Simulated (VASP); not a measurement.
A run of VASP 6.6.1:

The input INCAR:

```
SYSTEM = W
ALGO = Normal ; EDIFF = 1E-7
EDIFFG = -0.005 ; ENCUT = 600
GGA = RP ; IBRION = 2
ISIF = 3 ; ISMEAR = 0
LASPH = .True. ; LCHARG = .False.
LREAL = .False. ; LWAVE = .False.
NELM = 60 ; NSW = 100
PREC = Accurate ; SIGMA = 0.1
```

KPOINTS

```
k-points
0
Gamma
  18 18 18
  0 0 0
```

Contents of POSCAR:

```
W
1.0
   -1.5989540153      1.5989540153      1.5989540153
    1.5989540153     -1.5989540153      1.5989540153
    1.5989540153      1.5989540153     -1.5989540153
W
1
Direct
    0.0000000000      0.0000000000      0.0000000000
```

Potentials or basis: VASP PAW PBE potentials, release 64 (W_sv).

Run with:

```console
$ cat potpaw_PBE.64/W_sv/POTCAR > POTCAR
$ mpirun -np 1 vasp_std > vasp.out
```

Hardware: 1 thread of Intel(R) Xeon(R) 6975P-C (Granite Rapids) (shared host).

How long does it take, and how much memory?

Run time: 22 s on 1 thread of Intel(R) Xeon(R) 6975P-C (Granite Rapids), with other jobs on the host, peak memory 0.17 GiB. Counts: scf iterations 25, k points 195, ion steps 3.
